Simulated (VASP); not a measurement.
CoSn3:

```
Sn Co
1.0
     0.00000    3.60103    3.60103
     3.60103    0.00000    3.60103
     3.60103    3.60103    0.00000
Sn Co
3 1
Direct
  0.25000 0.25000 0.25000
  0.75000 0.75000 0.75000
  0.50000 0.50000 0.50000
  0.00000 0.00000 0.00000
```

Base run:

- Program: VASP 6.6.1
- Functional: r2SCAN
- Potentials or basis: VASP PAW PBE potentials, release 64 (Sn_d, Co)
- Cutoff: 520 eV
- k mesh: 10 × 10 × 10
- Occupations: gaussian, width 0.1 eV
- Spin: collinear spin
- Starting moments: [-0.2, -0.2, -0.05, 1.8] μB
- Fixed moment: 0.75 μB

Its results: pressure -2.8 GPa; site moments Sn -0.18, -0.04 (each value once); Co +1.63 μB.

Question: The run is repeated on the same cell with these changes: fixed moment from 0.75 μB to 3 μB; moments at the start from [-0.2, -0.2, -0.05, 1.8] to [0.14, 0.14, 0.21, 2.52]. What comes out?

Answer: Pressure 0.9 GPa; site moments Sn +0.12, +0.13 (each value once); Co +2.21 μB.

Caveats: the PAW data sets were made with another functional, which shifts forces and pressure a little; the total moment is fixed, so each spin has its own Fermi level.
